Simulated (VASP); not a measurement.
# MnGa3 (Fm-3m) in VASP: further runs

MnGa3 is run at these levels: r2SCAN, PBE; tasks: single point, relaxation of cell and atoms.

Program: VASP 6.6.1. These are calculated values, not measurements. Logs are shortened: lines on timing, memory, paths and dates and some standing lists are left out, and cuts for length are marked.

## 1. The cell of the first run

The structure is cubic, space group Fm-3m (No. 225). Conventional cell: a = 6.493 Å, b = 6.493 Å, c = 6.493 Å, α = 90.00°, β = 90.00°, γ = 90.00°. Within 3.7 Å of Ga (site symmetry -43m) lie 10 Ga at 2.81 to 3.25 Å and 4 Mn at 2.81 Å. Within 3.7 Å of Ga (site symmetry m-3m) lie 8 Ga at 2.81 Å and 6 Mn at 3.25 Å. Within 3.7 Å of Mn (site symmetry m-3m) lie 14 Ga at 2.81 to 3.25 Å.

## 2. Single point, r2SCAN

The input, POSCAR:

```
MnGa3
1.0
    0.0000000000      3.2467030344      3.2467030344
    3.2467030344      0.0000000000      3.2467030344
    3.2467030344      3.2467030344      0.0000000000
Ga Mn
3 1
Direct
    0.2500000000      0.2500000000      0.2500000000
    0.7500000000      0.7500000000      0.7500000000
    0.5000000000      0.5000000000      0.5000000000
    0.0000000000      0.0000000000      0.0000000000
```

The input, INCAR.step1:

```
PREC     = Accurate       # precision mode
ENCUT    = 520            # plane-wave cutoff, eV
ISMEAR   = 0              # smearing method
SIGMA    = 0.1            # smearing width, eV
LREAL    = F              # projectors in reciprocal space
LASPH    = T              # aspherical terms in the spheres
NELM     = 60             # most SCF steps
NBANDS   = 34             # bands
GGA      = PE             # functional
ALGO     = Normal         # electronic algorithm
EDIFF    = 1E-4           # SCF threshold, eV
LWAVE    = T              # write WAVECAR
LCHARG   = F              # write CHGCAR
```

The input, INCAR.step2:

```
PREC     = Accurate       # precision mode
ENCUT    = 520            # plane-wave cutoff, eV
EDIFF    = 1E-6           # SCF threshold, eV
ISMEAR   = 0              # smearing method
SIGMA    = 0.1            # smearing width, eV
LREAL    = F              # projectors in reciprocal space
LASPH    = T              # aspherical terms in the spheres
NELM     = 60             # most SCF steps
ALGO     = Normal         # electronic algorithm
ISIF     = 2              # what is computed and relaxed
LWAVE    = F              # write WAVECAR
LCHARG   = F              # write CHGCAR
METAGGA  = R2SCAN         # meta-GGA
LMIXTAU  = T            
NBANDS   = 34             # bands
ISTART   = 1
```

The input, KPOINTS:

```
Automatic mesh
0
Gamma
  12 12 12
```

Potentials or basis: VASP PAW PBE potentials, release 64 (Ga_d, Mn_pv).

Started as:

```
$ cat potpaw_PBE.64/Ga_d/POTCAR potpaw_PBE.64/Mn_pv/POTCAR > POTCAR
$ cp INCAR.step1 INCAR
$ mpirun -np 1 vasp_std > vasp.out
$ cp INCAR.step2 INCAR
$ mpirun -np 1 vasp_std > vasp.out
```

OUTCAR:

```text
PREC = Accurate
   ENCUT = 520
   EDIFF = 1E-6
   ISMEAR = 0
   LREAL = F
   LASPH = T
   NELM = 60
   ISIF = 2
   METAGGA = R2SCAN
   ISTART = 1

 ion  position               nearest neighbor table
   1  0.250  0.250  0.250-   4 2.81   3 2.81   4 2.81   3 2.81   4 2.81   4 2.81   3 2.81   3 2.81

   2  0.750  0.750  0.750-   3 2.81   3 2.81   4 2.81   4 2.81   3 2.81   3 2.81   4 2.81   4 2.81

   3  0.500  0.500  0.500-   1 2.81   1 2.81   2 2.81   2 2.81   1 2.81   1 2.81   2 2.81   2 2.81

   4  0.000  0.000  0.000-   2 2.81   1 2.81   2 2.81   1 2.81   2 2.81   2 2.81   1 2.81   1 2.81

  LATTYP: Found a face centered cubic cell.
 ALAT       =     6.4934060688

  Lattice vectors:

 A1 = (   0.0000000000,   3.2467030344,   3.2467030344)
 A2 = (   3.2467030344,   0.0000000000,   3.2467030344)
 A3 = (   3.2467030344,   3.2467030344,   0.0000000000)

Analysis of symmetry for initial positions (statically):
=====================================================================
 Subroutine PRICEL returns:
 Original cell was already a primitive cell.

 Routine SETGRP: Setting up the symmetry group for a
 face centered cubic supercell.

 Subroutine GETGRP returns: Found 48 space group operations
 (whereof 48 operations were pure point group operations)
 out of a pool of 48 trial point group operations.

The static configuration has the point symmetry O_h .

Analysis of symmetry for dynamics (positions and initial velocities):
=====================================================================
 Subroutine PRICEL returns:
 Original cell was already a primitive cell.

 Routine SETGRP: Setting up the symmetry group for a
 face centered cubic supercell.

 Subroutine GETGRP returns: Found 48 space group operations
 (whereof 48 operations were pure point group operations)
 out of a pool of 48 trial point group operations.

The dynamic configuration has the point symmetry O_h .

 Subroutine INISYM returns: Found 48 space group operations
 (whereof 48 operations are pure point group operations),
 and found     1 'primitive' translations

----------------------------------------------------------------------------------------

                                     Primitive cell

  volume of cell :      68.4475

  direct lattice vectors                    reciprocal lattice vectors
     0.000000000  3.246703034  3.246703034    -0.154002382  0.154002382  0.154002382
[... 90 lines left out ...]
   EDIFF  = 0.1E-05   stopping-criterion for ELM
   LREAL  =      F    real-space projection
   EDIFFG = 0.1E-04   stopping-criterion for IOM
   NSW    =      0    number of steps for IOM
   IBRION =     -1    ionic relax: 0-MD 1-quasi-New 2-CG
   NFREE  =      0    steps in history (QN), initial steepest desc. (CG)
   ISIF   =      2    stress and relaxation
   ISYM   =      2    0-nonsym 1-usesym 2-fastsym
   POTIM  = 0.5000    time-step for ionic-motion
   TEBEG  =    0.0;   TEEND  =   0.0 temperature during run
   PSTRESS=    0.0 pullay stress
   NELECT =      52.0000    total number of electrons
   NUPDOWN=      -1.0000    fix difference up-down
   EMIN   =  10.00;   EMAX   =-10.00  energy-range for DOS
   EFERMI =   0.00;   METHOD = LEGACY
   ISMEAR =     0;   SIGMA  =   0.10  broadening in eV -4-tet -1-fermi 0-gaus
   EFERMI_NEDOS =   21; number of points for ismear=-14 and -15
   IALGO  =     38    algorithm
   IMIX   =      4    mixing-type and parameters
     AMIX     =   0.40;   BMIX     =  1.00
     AMIX_MAG =   1.60;   BMIX_MAG =  1.00
  volume/ion in A,a.u.               =      17.11       115.48
  Fermi-wavevector in a.u.,A,eV,Ry     =   1.493792  2.822857 30.360226  2.231414
  Thomas-Fermi vector in A             =   2.606147
   LORBIT       =      0    0 simple, 1 ext, 2 COOP (PROOUT), +10 PAW based schemes
   METAGGA = R2SCAN    functional components
   LHFCALC =     F    Hartree Fock is set to
   AEXX    =    0.0000 exact exchange contribution
   IVDW    =     0    specifies the selected vdW correction
   LEPSILON=     F    determine dielectric tensor
   LRPA    =     F    only Hartree local field effects (RPA)
 non-spin polarized calculation
 Gauss-broadening in eV      SIGMA  =   0.10
  energy-cutoff  :      520.00
  volume of cell :       68.45
 maximum number of plane-waves:      1868
 NGX is ok and might be reduce to    36
   NGX = 17   NGY = 17   NGZ = 17

 number of electron      51.9999983 magnetization

 Free energy of the ion-electron system (eV)
  ---------------------------------------------------
  ext. energy  EPLUGINS =         0.00000000
  ---------------------------------------------------
  free energy    TOTEN  =       -46.22699157 eV

  energy without entropy =      -46.20308133  energy(sigma->0) =      -46.21503645

 E-fermi :   6.1251     XC(G=0): -12.6958

 val. band max:        6.1232448015   @ k =   0.5000   0.2500   0.0000
 cond. band min:       6.1312269531   @ k =  -0.4167   0.4167   0.0833
 fundamental gap:      0.0079821516
 Fermi energy:         6.1251113033

 k-point     1 :       0.0000    0.0000    0.0000
  band No.  band energies     occupation
      1     -43.1425      2.00000
      2     -43.1425      2.00000
      3     -43.1422      2.00000
      4      -9.4983      2.00000
      5      -9.4983      2.00000
      6      -9.4877      2.00000
[... 877 lines left out ...]
     33      11.9204      0.00000
     34      12.5237      0.00000

 [... further k-points ...]

------------------------ aborting loop because EDIFF is reached ----------------------------------------

  FORCE on cell =-STRESS in cart. coord.  units (eV):
  Direction    XX          YY          ZZ          XY          YZ          ZX
  --------------------------------------------------------------------------------------
  -------------------------------------------------------------------------------------
  Total       -5.5051182     -5.5051182     -5.5051182      0.0000000     -0.0000000      0.0000000
  in kB     -128.8604175   -128.8604175   -128.8604175      0.0000000     -0.0000000      0.0000000
  external PRESSURE =    -128.8604175 kB  Pullay stress =       0.0000000 kB

 VOLUME and BASIS-vectors are now :
 -----------------------------------------------------------------------------
  energy-cutoff  :      520.00
  volume of cell :       68.45
      direct lattice vectors                 reciprocal lattice vectors
     0.000000000  3.246703034  3.246703034    -0.154002382  0.154002382  0.154002382
     3.246703034  0.000000000  3.246703034     0.154002382 -0.154002382  0.154002382
     3.246703034  3.246703034  0.000000000     0.154002382  0.154002382 -0.154002382

 POSITION                                       TOTAL-FORCE (eV/Angst)
 -----------------------------------------------------------------------------------
      1.62335      1.62335      1.62335        -0.000000     -0.000000     -0.000000
      4.87005      4.87005      4.87005         0.000000      0.000000      0.000000
      3.24670      3.24670      3.24670         0.000000      0.000000      0.000000
      0.00000      0.00000      0.00000         0.000000      0.000000      0.000000
 -----------------------------------------------------------------------------------
    total drift:                                0.000000      0.000000      0.000000

  FREE ENERGIE OF THE ION-ELECTRON SYSTEM (eV)
  ---------------------------------------------------
  free  energy   TOTEN  =       -46.2269915728 eV

  energy  without entropy=      -46.2030813260  energy(sigma->0) =      -46.21503645
```

OUTCAR.step1:

```text
PREC = Accurate
   ENCUT = 520
   ISMEAR = 0
   LREAL = F
[... 1120 lines left out ...]
      1.62335      1.62335      1.62335         0.000000      0.000000      0.000000
      4.87005      4.87005      4.87005        -0.000000     -0.000000     -0.000000
      3.24670      3.24670      3.24670        -0.000000      0.000000     -0.000000
      0.00000      0.00000      0.00000        -0.000000      0.000000     -0.000000
 -----------------------------------------------------------------------------------
    total drift:                                0.000000      0.000000      0.000000

  FREE ENERGIE OF THE ION-ELECTRON SYSTEM (eV)
  ---------------------------------------------------
  free  energy   TOTEN  =       -15.8151650427 eV

  energy  without entropy=      -15.7862467781  energy(sigma->0) =      -15.80070591
```

It took 6.3 min on 1 thread of Intel Xeon 6975P-C (Granite Rapids), shared host; peak memory 0.3 GiB.

What came out:

* Free energy: -46.2270 eV
* Pressure: -12.9 GPa
* Band gap on the k mesh: zero (bands 26 and 27 overlap by 0.65 eV)

Caveat: the cell stands under tension; the PAW data sets were made with another functional, which shifts forces and pressure a little; the run has no spin polarisation, though such a crystal can be magnetic.

## 3. Relaxation of cell and atoms, PBE

The input, INCAR:

```
  PREC = Accurate
  ENCUT = 600
  EDIFF = 1E-7
  ISMEAR = 0
  SIGMA = 0.1
  LREAL = F
  LASPH = T
  NELM = 80
  ALGO = Fast
  ISIF = 3
  LWAVE = F
  LCHARG = F
  GGA = PE
  IBRION = 2
  NSW = 80
  EDIFFG = -0.01
```

The input, KPOINTS:

```
regular mesh
0
Gamma
  12 12 12
```

POSCAR is that of step 2.

Potentials or basis: VASP PAW PBE potentials, release 64 (Ga_d, Mn_pv).

Started as:

```
$ cat potpaw_PBE.64/Ga_d/POTCAR potpaw_PBE.64/Mn_pv/POTCAR > POTCAR
$ mpirun -np 1 vasp_std > vasp.out
```

OUTCAR:

```text
PREC = Accurate
   ENCUT = 600
   EDIFF = 1E-7
   ISMEAR = 0
   LREAL = F
   LASPH = T
   NELM = 80
   ISIF = 3
   GGA = PE
   IBRION = 2
   NSW = 80
   EDIFFG = -0.01

 ion  position               nearest neighbor table
   1  0.250  0.250  0.250-   4 2.81   3 2.81   4 2.81   3 2.81   4 2.81   4 2.81   3 2.81   3 2.81

   2  0.750  0.750  0.750-   3 2.81   3 2.81   4 2.81   4 2.81   3 2.81   3 2.81   4 2.81   4 2.81

   3  0.500  0.500  0.500-   1 2.81   1 2.81   2 2.81   2 2.81   1 2.81   1 2.81   2 2.81   2 2.81

   4  0.000  0.000  0.000-   2 2.81   1 2.81   2 2.81   1 2.81   2 2.81   2 2.81   1 2.81   1 2.81

  LATTYP: Found a face centered cubic cell.
 ALAT       =     6.4934060688

  Lattice vectors:

 A1 = (   0.0000000000,   3.2467030344,   3.2467030344)
 A2 = (   3.2467030344,   0.0000000000,   3.2467030344)
 A3 = (   3.2467030344,   3.2467030344,   0.0000000000)

Analysis of symmetry for initial positions (statically):
=====================================================================
 Subroutine PRICEL returns:
 Original cell was already a primitive cell.

 Routine SETGRP: Setting up the symmetry group for a
 face centered cubic supercell.

 Subroutine GETGRP returns: Found 48 space group operations
 (whereof 48 operations were pure point group operations)
 out of a pool of 48 trial point group operations.

The static configuration has the point symmetry O_h .

Analysis of symmetry for dynamics (positions and initial velocities):
=====================================================================
 Subroutine PRICEL returns:
 Original cell was already a primitive cell.

 Routine SETGRP: Setting up the symmetry group for a
 face centered cubic supercell.

 Subroutine GETGRP returns: Found 48 space group operations
 (whereof 48 operations were pure point group operations)
 out of a pool of 48 trial point group operations.
[... 131 lines left out ...]
   LHFCALC =     F    Hartree Fock is set to
   AEXX    =    0.0000 exact exchange contribution
   IVDW    =     0    specifies the selected vdW correction
   LEPSILON=     F    determine dielectric tensor
   LRPA    =     F    only Hartree local field effects (RPA)
 conjugate gradient relaxation of ions
 non-spin polarized calculation
 RMM-DIIS sequential band-by-band and
 Gauss-broadening in eV      SIGMA  =   0.10
  energy-cutoff  :      600.00
  volume of cell :       68.45
 maximum number of plane-waves:      2303
 NGX is ok and might be reduce to    40
   NGX = 19   NGY = 19   NGZ = 19

--------------------------------------- Ionic step        1  -------------------------------------------

 number of electron      52.0000009 magnetization

 Free energy of the ion-electron system (eV)
  ---------------------------------------------------
  ext. energy  EPLUGINS =         0.00000000
  ---------------------------------------------------
  free energy    TOTEN  =       -15.81452453 eV

  energy without entropy =      -15.78558614  energy(sigma->0) =      -15.80005534

------------------------ aborting loop because EDIFF is reached ----------------------------------------

  FORCE on cell =-STRESS in cart. coord.  units (eV):
  Direction    XX          YY          ZZ          XY          YZ          ZX
  --------------------------------------------------------------------------------------
  -------------------------------------------------------------------------------------
  Total       -3.7201249     -3.7201249     -3.7201249      0.0000000      0.0000000      0.0000000
  in kB      -87.0783944    -87.0783944    -87.0783944      0.0000000      0.0000000      0.0000000
  external PRESSURE =     -87.0783944 kB  Pullay stress =       0.0000000 kB
[... 63 lines left out ...]
--------------------------------------- Ionic step        3  -------------------------------------------

 number of electron      52.0000002 magnetization

 Free energy of the ion-electron system (eV)
  ---------------------------------------------------
  ext. energy  EPLUGINS =         0.00000000
  ---------------------------------------------------
  free energy    TOTEN  =       -16.08050886 eV

  energy without entropy =      -16.05930007  energy(sigma->0) =      -16.06990447

 E-fermi :   7.6175     XC(G=0): -12.1878

 val. band max:        7.5979033756   @ k =  -0.1667   0.2500   0.0833
 cond. band min:       7.6218815761   @ k =  -0.3333   0.4167   0.0833
 fundamental gap:      0.0239782005
 Fermi energy:         7.6175184411

 k-point     1 :       0.0000    0.0000    0.0000
  band No.  band energies     occupation
      1     -39.7835      2.00000
      2     -39.7835      2.00000
      3     -39.7835      2.00000
      4      -7.7145      2.00000
      5      -7.7145      2.00000
      6      -7.6947      2.00000
[... 805 lines left out ...]
     30      10.5655      0.00000
     31      12.2318      0.00000

 [... further k-points ...]

------------------------ aborting loop because EDIFF is reached ----------------------------------------

  FORCE on cell =-STRESS in cart. coord.  units (eV):
  Direction    XX          YY          ZZ          XY          YZ          ZX
  --------------------------------------------------------------------------------------
  -------------------------------------------------------------------------------------
  Total        0.0037684      0.0037684      0.0037684     -0.0000000     -0.0000000     -0.0000000
  in kB        0.1007746      0.1007746      0.1007746     -0.0000000     -0.0000000     -0.0000000
  external PRESSURE =       0.1007746 kB  Pullay stress =       0.0000000 kB
[... 19 lines left out ...]
  FREE ENERGIE OF THE ION-ELECTRON SYSTEM (eV)
  ---------------------------------------------------
  free  energy   TOTEN  =       -16.0805088647 eV

  energy  without entropy=      -16.0593000703  energy(sigma->0) =      -16.06990447

 reached required accuracy - stopping structural energy minimisation
```

CONTCAR:

```text
MnGa3
   1.00000000000000
     0.0000000000000000    3.1057169222618248    3.1057169222618248
     3.1057169222618248    0.0000000000000000    3.1057169222618248
     3.1057169222618248    3.1057169222618248    0.0000000000000000
  Ga              Mn
     3     1
Direct
     0.2500000000000000    0.2500000000000000    0.2500000000000000
     0.7500000000000000    0.7500000000000000    0.7500000000000000
     0.5000000000000000    0.5000000000000000    0.5000000000000000
     0.0000000000000000    0.0000000000000000    0.0000000000000000

  0.00000000E+00  0.00000000E+00  0.00000000E+00
  0.00000000E+00  0.00000000E+00  0.00000000E+00
  0.00000000E+00  0.00000000E+00  0.00000000E+00
  0.00000000E+00  0.00000000E+00  0.00000000E+00
```

It took 5.8 min on 1 thread of Intel Xeon 6975P-C (Granite Rapids), shared host; peak memory 0.36 GiB.

What came out:

| Property | Result |
| --- | --- |
| Free energy | -16.0805 eV |
| Relaxed volume | 14.98 Å³/atom |
| Relaxed cell | a = 4.392 Å, b = 4.392 Å, c = 4.392 Å, α = 60.00°, β = 60.00°, γ = 60.00° |
| Space group after relaxing (to 0.1 Å) | Fm-3m (No. 225) |
| Energy gained by relaxing | 66.5 meV/atom |
| Ionic steps | 3 |
| Pressure after relaxing | 0.0 GPa |
| Band gap on the k mesh | zero (bands 26 and 27 overlap by 1.00 eV) |

The path:
| step | energy change (eV) | largest force (eV/Å) | pressure (GPa) | volume (Å³) |
| --- | --- | --- | --- | --- |
| 1 | 0.0000 | 0.0000 | -8.71 | 68.45 |
| 2 | -0.2656 | 0.0000 | 0.43 | 59.64 |
| 3 | -0.2660 | 0.0000 | 0.01 | 59.91 |

Final structure:
```
Ga Mn
1.0
     0.00000    3.10572    3.10572
     3.10572    0.00000    3.10572
     3.10572    3.10572    0.00000
Ga Mn
3 1
Direct
  0.25000 0.25000 0.25000
  0.75000 0.75000 0.75000
  0.50000 0.50000 0.50000
  0.00000 0.00000 0.00000
```

Caveat: the run has no spin polarisation, though such a crystal can be magnetic.

(Part 1 of 2 ends here.)

The gap in the log of VASP goes by the Fermi energy; the results here count the filled bands.